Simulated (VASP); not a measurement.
Wanted: the native input for a VASP 6.6.1 run.

- Task: single point
- Functional: r2SCAN
- Dispersion: D4
- Potentials or basis: VASP PAW PBE potentials, release 64 (Co, O)
- Cutoff: 520 eV
- k mesh: 11 × 11 × 11
- Occupations: fermi-dirac, width 0.05 eV
- Spin: collinear spin, ferromagnetic start
- Starting moments: [2.0, 0.0] μB
- Dipole correction: no
- Further INCAR settings: ALGO = Normal; EDIFF = 1e-06; NBANDS = 18

The system is CoO.

```
CELL_PARAMETERS angstrom
0.00000 2.10197 2.10197
2.10197 0.00000 2.10197
2.10197 2.10197 0.00000
ATOMIC_POSITIONS crystal
Co 0.00000 0.00000 0.00000
O 0.50000 0.50000 0.50000
```

One way to write it, as run:

POSCAR

```
CoO
1.0
    0.0000000000      2.1019671294      2.1019671294
    2.1019671294      0.0000000000      2.1019671294
    2.1019671294      2.1019671294      0.0000000000
Co O
1 1
Direct
    0.0000000000      0.0000000000      0.0000000000
    0.5000000000      0.5000000000      0.5000000000
```

INCAR.step1

```
SYSTEM = CoO
PREC     = Accurate       ! precision mode
ENCUT    = 520            ! plane-wave cutoff, eV
ISMEAR   = -1             ! smearing method
SIGMA    = 0.05           ! smearing width, eV
LREAL    = .False.        ! projectors in reciprocal space
LASPH    = .True.         ! aspherical terms in the spheres
NELM     = 150            ! most SCF steps
ISPIN    = 2              ! spin polarisation
MAGMOM   = 2 0            ! initial moments
LMAXMIX  = 4              ! l up to which the mixer works
NBANDS   = 18             ! bands
GGA      = PE             ! functional
ALGO     = Normal         ! electronic algorithm
EDIFF    = 1E-4           ! SCF threshold, eV
LWAVE    = .True.         ! write WAVECAR
LCHARG   = .False.        ! write CHGCAR
```

INCAR.step2

```
SYSTEM = CoO
PREC     = Accurate       ! precision mode
ENCUT    = 520            ! plane-wave cutoff, eV
EDIFF    = 1E-6           ! SCF threshold, eV
ISMEAR   = -1             ! smearing method
SIGMA    = 0.05           ! smearing width, eV
LREAL    = .False.        ! projectors in reciprocal space
LASPH    = .True.         ! aspherical terms in the spheres
NELM     = 150            ! most SCF steps
ALGO     = Normal         ! electronic algorithm
ISIF     = 2              ! what is computed and relaxed
LWAVE    = .False.        ! write WAVECAR
LCHARG   = .False.        ! write CHGCAR
ISPIN    = 2              ! spin polarisation
MAGMOM   = 2 0            ! initial moments
LORBIT   = 11             ! projections on sites
LMAXMIX  = 4              ! l up to which the mixer works
METAGGA  = R2SCAN         ! meta-GGA
LMIXTAU  = .True.       
IVDW     = 13             ! dispersion correction
VDW_S6   = 1.0          
VDW_S8   = 0.6018749    
VDW_A1   = 0.51559235   
VDW_A2   = 5.77342911   
NBANDS   = 18             ! bands
ISTART   = 1
```

KPOINTS

```
Automatic mesh
0
Gamma
  11 11 11
  0 0 0
```

Potentials or basis: VASP PAW PBE potentials, release 64 (Co, O).

The run is started by

```sh
$ cat potpaw_PBE.64/Co/POTCAR potpaw_PBE.64/O/POTCAR > POTCAR
$ cp INCAR.step1 INCAR
$ mpirun -np 1 vasp_std > vasp.out
$ cp INCAR.step2 INCAR
$ mpirun -np 1 vasp_std > vasp.out
```

Results of the run:

```yaml
Pressure: -0.1 GPa
Band_gap_on_the_k_mesh: zero (filled and empty bands overlap)
Net_moment: 3.00 μB per cell
Site_moments: Co +2.69; O +0.29 μB
Valence_electrons_inside_the_program's_atomic_spheres: Co 7.83; O 5.05
Dispersion_energy_per_atom: -0.108 eV
```

Caveat: the PAW data sets were made with another functional, which shifts forces and pressure a little; a cell with one magnetic atom can't hold antiferromagnetic order, which such compounds often take; semilocal functionals often make such compounds metallic where correlation or magnetic order opens a gap, which also shifts bond lengths; pairwise dispersion overbinds metals, which lowers pressure and volume.

Run time: 99 s on 1 thread of Intel(R) Xeon(R) Platinum 8259CL CPU @ 2.50GHz (Skylake/Cascade Lake), on a shared host, peak memory 0.18 GiB.
